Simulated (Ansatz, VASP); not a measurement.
# One calculation of F, two programs

File INCAR:

```
SYSTEM = F
ALGO     = Normal         ! electronic algorithm
EDIFF    = 1E-6           ! SCF threshold, eV
ENCUT    = 520            ! plane-wave cutoff, eV
GGA      = PS             ! functional
ISIF     = 2              ! what is computed and relaxed
ISMEAR   = 0              ! smearing method
LASPH    = .True.         ! aspherical terms in the spheres
LCHARG   = .False.        ! write CHGCAR
LREAL    = .False.        ! projectors in reciprocal space
LWAVE    = .False.        ! write WAVECAR
NBANDS   = 22             ! bands
NELM     = 100            ! most SCF steps
PREC     = Accurate       ! precision mode
SIGMA    = 0.05           ! smearing width, eV
```

File KPOINTS:

```
k-points
0
Gamma
  4 4 2
  0 0 0
```

Contents of POSCAR:

```
F
1.0
    3.1291544055     -1.7984322814     -0.2413473825
    3.1291544055      1.7984322814     -0.2413473825
   -2.3528850754      0.0000000000      7.2022286687
F
4
Direct
    0.0848459664      0.0848459664      0.0979998919
    0.9151540336      0.9151540336      0.9020001081
    0.5015719855      0.5015719855      0.5937195244
    0.4984280145      0.4984280145      0.4062804756
```

Input for Ansatz:

```yaml
crystal:
  lattice:
    - [3.1291544055, -1.7984322814, -0.2413473825]
    - [3.1291544055, 1.7984322814, -0.2413473825]
    - [-2.3528850754, 0.0, 7.2022286687]
  atoms:
    - { symbol: F, position: [0.0848459664, 0.0848459664, 0.0979998919] }
    - { symbol: F, position: [0.9151540336, 0.9151540336, 0.9020001081] }
    - { symbol: F, position: [0.5015719855, 0.5015719855, 0.5937195244] }
    - { symbol: F, position: [0.4984280145, 0.4984280145, 0.4062804756] }
basis:
  ecutwfc: 520.0
kpoints:
  mp_grid: { grid: [4, 4, 2] }
hamiltonian:
  xc: pbesol
scf:
  occupations: { method: gaussian, width: 0.05 }
output:
  forces: true
  stress: true
  eigenvalues: true
```

Alike in both runs: task single point; functional PBEsol; k mesh 4 × 4 × 2; occupations gaussian, width 0.05 eV; no spin polarisation.

```csv
,VASP,Ansatz
version,VASP 6.6.1,Ansatz 0.2.0
potentials or method,"VASP PAW PBE potentials, release 64 (F), cutoff 520 eV","scalar-relativistic, plane waves, PAW"
valence electrons in the cell,28,28
```

|  | VASP | Ansatz | Ansatz less VASP |
| --- | --- | --- | --- |
| gap on the k mesh at the Fermi level (eV) | 2.56 | 2.62 | +0.066 |
| least direct gap on the mesh (eV) | 2.65 | 2.72 | +0.066 |
| pressure (GPa) | -2.0 | -2.3 | -0.24 |
| traceless stress, the component that is largest in VASP (GPa) | -2.20 | -3.39 | -1.192 |
| rms of the force components (eV/Å) | 0.573 | 0.729 | +0.1564 |

VASP's potentials were made for PBE, not for PBEsol. Atom by atom the forces differ by 0.212 eV/Å (rms over components).

The k mesh is coarse, so the values compare programs but aren't converged.
